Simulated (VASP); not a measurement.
# P (P6/mmm) in VASP: notebook, part 2 of 2

VASP 6.6.1. Earlier steps stand in the parts before.

## Step 5: Single point, PBE

This run uses another cell than the first one, of 10.90 Å³/atom, 1.689 times its volume.

File INCAR:

```
SYSTEM = P
  PREC = Accurate
  ENCUT = 520
  EDIFF = 1E-6
  ISMEAR = -1
  SIGMA = 0.05
  LREAL = .FALSE.
  LASPH = .TRUE.
  NELM = 60
  ALGO = Normal
  ISIF = 2
  LWAVE = .FALSE.
  LCHARG = .TRUE.
  GGA = PE
  LELF = .TRUE.
  LVHAR = .TRUE.
  NBANDS = 14
```

File KPOINTS:

```
regular mesh
0
G
  9 9 12
  0 0 0
```

File POSCAR:

```
P
1.0
    4.0188234267      0.0000000000      0.0000000000
   -2.0094117133      3.4804031808      0.0000000000
    0.0000000000      0.0000000000      2.3386767626
P
3
Direct
    0.0000000000      0.0000000000      0.0000000000
    0.3333333333      0.6666666667      0.5000000000
    0.6666666667      0.3333333333      0.5000000000
```

Potentials or basis: VASP PAW PBE potentials, release 64 (P).

Run with:

```sh
> cat potpaw_PBE.64/P/POTCAR > POTCAR
> mpirun -np 1 vasp_std > vasp.out
```

OUTCAR:

```text
SYSTEM = P
   PREC = Accurate
   ENCUT = 520
   EDIFF = 1E-6
   ISMEAR = -1
   LREAL = .FALSE.
   LASPH = .TRUE.
   NELM = 60
   ISIF = 2
   GGA = PE

 ion  position               nearest neighbor table
   1  0.000  0.000  0.000-   2 2.60   3 2.60   2 2.60   3 2.60   2 2.60   2 2.60   3 2.60   3 2.60
                             3 2.60   3 2.60   2 2.60   2 2.60
   2  0.333  0.667  0.500-   3 2.32   3 2.32   3 2.32   1 2.60   1 2.60   1 2.60   1 2.60   1 2.60
                             1 2.60
   3  0.667  0.333  0.500-   2 2.32   2 2.32   2 2.32   1 2.60   1 2.60   1 2.60   1 2.60   1 2.60
                             1 2.60

  LATTYP: Found a hexagonal cell.
 ALAT       =     4.0188234267
 C/A-ratio  =     0.5819307081

  Lattice vectors:

 A1 = (   4.0188234267,   0.0000000000,   0.0000000000)
 A2 = (  -2.0094117133,   3.4804031808,   0.0000000000)
 A3 = (   0.0000000000,   0.0000000000,   2.3386767626)

Analysis of symmetry for initial positions (statically):
=====================================================================
 Subroutine PRICEL returns:
 Original cell was already a primitive cell.

 Routine SETGRP: Setting up the symmetry group for a
 hexagonal supercell.

 Subroutine GETGRP returns: Found 24 space group operations
[... 178 lines left out ...]
      3       5.2907      2.00000
      4       6.5436      2.00000
      5       6.5436      2.00000
      6       6.8383      2.00000
      7       6.8383      2.00000
      8      18.4025      0.00000
      9      20.7520      0.00000
     10      23.9415      0.00000
     11      23.9415      0.00000
     12      25.5296      0.00000
     13      25.5954      0.00000
     14      26.7735      0.00000
[... 377 lines left out ...]
      1      -1.2838      2.00000
      2      -1.2838      2.00000
      3      -1.1880      2.00000
      4       9.8062      2.00000
      5      10.1910      2.00000
      6      10.1910      2.00000
      7      17.9375      0.00000
      8      17.9375      0.00000
      9      19.2030      0.00000
     10      19.6405      0.00000
     11      20.2206      0.00000
     12      20.2206      0.00000
     13      22.6275      0.00000
     14      22.8147      0.00000

 [... further k-points ...]
[... 5 lines left out ...]
  --------------------------------------------------------------------------------------
  -------------------------------------------------------------------------------------
  Total        8.7973714      8.7973714      8.7837387      0.0000000      0.0000000      0.0000000
  in kB      430.8884242    430.8884242    430.2207066      0.0000000      0.0000000      0.0000000
  external PRESSURE =     430.6658517 kB  Pullay stress =       0.0000000 kB

 VOLUME and BASIS-vectors are now :
 -----------------------------------------------------------------------------
  energy-cutoff  :      520.00
  volume of cell :       32.71
      direct lattice vectors                 reciprocal lattice vectors
     4.018823427  0.000000000  0.000000000     0.248829046  0.143661517  0.000000000
    -2.009411713  3.480403181  0.000000000     0.000000000  0.287323034  0.000000000
     0.000000000  0.000000000  2.338676763     0.000000000  0.000000000  0.427592225

 POSITION                                       TOTAL-FORCE (eV/Angst)
 -----------------------------------------------------------------------------------
      0.00000      0.00000      0.00000        -0.000000      0.000000      0.000000
     -0.00000      2.32027      1.16934         0.000000     -0.000000     -0.000000
      2.00941      1.16013      1.16934        -0.000000      0.000000      0.000000
 -----------------------------------------------------------------------------------
    total drift:                               -0.000000      0.000000      0.000000

  FREE ENERGIE OF THE ION-ELECTRON SYSTEM (eV)
  ---------------------------------------------------
  free  energy   TOTEN  =       -12.9541199585 eV

  energy  without entropy=      -12.9474664035  energy(sigma->0) =      -12.95079318
```

stdout:

```text
POSCAR found type information on POSCAR P
 POSCAR found :  1 types and       3 ions
 scaLAPACK will be used
 LDA part: xc-table for (Slater+PW92), standard interpolation
 POSCAR, INCAR and KPOINTS ok, starting setup
 FFT: planning ... GRIDC
 FFT: planning ... GRID_SOFT
 FFT: planning ... GRID
 WAVECAR not read
 entering main loop
```

Wall time 19 s (1 thread of Intel Xeon Platinum 8375C at 2.90GHz (Ice Lake), shared host); peak memory 0.15 GiB.

Results:

```
Free energy : -12.9541 eV
Pressure    : 43.1 GPa
```

## Step 6: Single point, PBE

File INCAR:

```
  PREC = Accurate
  ENCUT = 520
  EDIFF = 1E-7
  ISMEAR = -1
  SIGMA = 0.05
  LREAL = F
  LASPH = T
  NELM = 100
  ALGO = Normal
  ISIF = 2
  LWAVE = F
  LCHARG = T
  GGA = PE
  LELF = T
  LVHAR = T
  NBANDS = 14
```

File KPOINTS:

```
regular mesh
0
Gamma
  9 9 12
```

POSCAR is that of step 5.

Potentials or basis: VASP PAW PBE potentials, release 64 (P).

Run with:

```sh
> cat potpaw_PBE.64/P/POTCAR > POTCAR
> mpirun -np 1 vasp_std > vasp.out
```

OUTCAR:

```text
PREC = Accurate
   ENCUT = 520
   EDIFF = 1E-7
   ISMEAR = -1
   LREAL = F
   LASPH = T
   NELM = 100
   ISIF = 2
   GGA = PE

 ion  position               nearest neighbor table
   1  0.000  0.000  0.000-   2 2.60   3 2.60   2 2.60   3 2.60   2 2.60   2 2.60   3 2.60   3 2.60
                             3 2.60   3 2.60   2 2.60   2 2.60
   2  0.333  0.667  0.500-   3 2.32   3 2.32   3 2.32   1 2.60   1 2.60   1 2.60   1 2.60   1 2.60
                             1 2.60
   3  0.667  0.333  0.500-   2 2.32   2 2.32   2 2.32   1 2.60   1 2.60   1 2.60   1 2.60   1 2.60
                             1 2.60

  LATTYP: Found a hexagonal cell.
[... 598 lines left out ...]
     14      22.8146      0.00000

 [... further k-points ...]
[... 5 lines left out ...]
  --------------------------------------------------------------------------------------
  -------------------------------------------------------------------------------------
  Total        8.7974122      8.7974122      8.7840876      0.0000000     -0.0000000      0.0000000
  in kB      430.8904216    430.8904216    430.2377921      0.0000000     -0.0000000      0.0000000
  external PRESSURE =     430.6728784 kB  Pullay stress =       0.0000000 kB

 VOLUME and BASIS-vectors are now :
 -----------------------------------------------------------------------------
  energy-cutoff  :      520.00
  volume of cell :       32.71
      direct lattice vectors                 reciprocal lattice vectors
     4.018823427  0.000000000  0.000000000     0.248829046  0.143661517  0.000000000
    -2.009411713  3.480403181  0.000000000     0.000000000  0.287323034  0.000000000
     0.000000000  0.000000000  2.338676763     0.000000000  0.000000000  0.427592225

 POSITION                                       TOTAL-FORCE (eV/Angst)
 -----------------------------------------------------------------------------------
      0.00000      0.00000      0.00000        -0.000000      0.000000      0.000000
     -0.00000      2.32027      1.16934        -0.000000      0.000000      0.000000
      2.00941      1.16013      1.16934         0.000000     -0.000000     -0.000000
 -----------------------------------------------------------------------------------
    total drift:                               -0.000000      0.000000     -0.000000

  FREE ENERGIE OF THE ION-ELECTRON SYSTEM (eV)
  ---------------------------------------------------
  free  energy   TOTEN  =       -12.9541197680 eV

  energy  without entropy=      -12.9474659570  energy(sigma->0) =      -12.95079286
```

OSZICAR:

```text
N       E                     dE             d eps       ncg     rms          rms(c)
DAV:   1     0.351880637470E+02    0.35188E+02   -0.65763E+03  2360   0.917E+02
DAV:   2    -0.113714793875E+02   -0.46560E+02   -0.42856E+02  3100   0.153E+02
DAV:   3    -0.129806012909E+02   -0.16091E+01   -0.15870E+01  3088   0.259E+01
DAV:   4    -0.129894845354E+02   -0.88832E-02   -0.88794E-02  2764   0.233E+00
DAV:   5    -0.129895488803E+02   -0.64345E-04   -0.64339E-04  3122   0.166E-01    0.119E+01
DAV:   6    -0.129659432647E+02    0.23606E-01   -0.81625E-03  2706   0.559E-01    0.692E+00
DAV:   7    -0.129540950352E+02    0.11848E-01   -0.16865E-02  2820   0.805E-01    0.149E-01
DAV:   8    -0.129541126743E+02   -0.17639E-04   -0.48795E-04  2948   0.159E-01    0.432E-02
DAV:   9    -0.129541197822E+02   -0.71079E-05   -0.79677E-06  3018   0.206E-02    0.158E-02
DAV:  10    -0.129541199631E+02   -0.18087E-06   -0.82538E-07  2922   0.638E-03    0.461E-03
DAV:  11    -0.129541198365E+02    0.12661E-06   -0.70418E-08  1962   0.205E-03    0.129E-03
DAV:  12    -0.129541197680E+02    0.68443E-07   -0.12838E-08  1710   0.822E-04
   1 F= -.12954120E+02 E0= -.12950793E+02  d E =-.665381E-02
```

stdout:

```text
POSCAR found type information on POSCAR P
 POSCAR found :  1 types and       3 ions
 scaLAPACK will be used
 LDA part: xc-table for (Slater+PW92), standard interpolation
 POSCAR, INCAR and KPOINTS ok, starting setup
 FFT: planning ... GRIDC
 FFT: planning ... GRID_SOFT
 FFT: planning ... GRID
 WAVECAR not read
 entering main loop
```

Run time: 29 s. Hardware: 1 thread of Intel Xeon Platinum 8375C at 2.90GHz (Ice Lake), shared host; peak memory 0.15 GiB.

What came out:

```
Free energy : -12.9541 eV
Pressure    : 43.1 GPa
```

## Step 7: The runs side by side

```csv
cell,smearing,gap on the mesh (eV),pressure (GPa)
"a = 3.352, b = 3.352, c = 1.991 Å, angles 90.0, 90.0, 120.0°, 3 atoms",gaussian 0.05 eV,none,386.6
"a = 3.526, b = 3.526, c = 2.079 Å, angles 90.0, 90.0, 120.0°, 3 atoms",fermi-dirac 0.05 eV,none,233.3
"a = 4.019, b = 4.019, c = 2.339 Å, angles 90.0, 90.0, 120.0°, 3 atoms",fermi-dirac 0.05 eV,none,43.1
```

Alike in all rows: task single point; level PBE; potentials or basis VASP PAW PBE potentials, release 64 (P); no spin polarisation; k mesh 9 × 9 × 12; cutoff (eV) 520.

Absolute energies hang on the potentials; compare differences alone.
